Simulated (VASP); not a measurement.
# TiCo3: single point with PBEsol

Crystal: TiCo3.

```
CELL_PARAMETERS angstrom
3.52803 0.00000 0.00000
0.00000 3.52803 0.00000
0.00000 0.00000 3.52803
ATOMIC_POSITIONS crystal
Ti 0.00000 0.00000 0.00000
Co 0.00000 0.50000 0.50000
Co 0.50000 0.00000 0.50000
Co 0.50000 0.50000 0.00000
```

- Program: VASP 6.6.1
- Task: single point
- Functional: PBEsol
- Potentials or basis: VASP PAW PBE potentials, release 64 (Ti_sv, Co)
- Cutoff: 520 eV
- k mesh: 12 × 12 × 12
- Occupations: gaussian, width 0.15 eV
- Spin: collinear spin, ferromagnetic start
- Starting moments: [0.8, 1.76, 1.76, 1.76] μB
- Fixed moment: 6.08 μB
- Dipole correction: no
- Further INCAR settings: ALGO = Fast; EDIFF = 1e-06; NBANDS = 32

The pressure is 23.2 GPa and the net moment is 6.08 μB per cell. The site moments are Ti +0.40; Co +1.82 μB and the valence electrons inside the program's atomic spheres are Ti 10.56; Co 8.39.

It took 5.5 min on 1 thread of Oxide Virtual Turin-like Processor, on a shared host, peak memory 0.26 GiB.

Caveat: the cell stands under pressure; the PAW data sets were made with another functional, which shifts forces and pressure a little; the total moment is fixed, so each spin has its own Fermi level and the state may be an excited one.
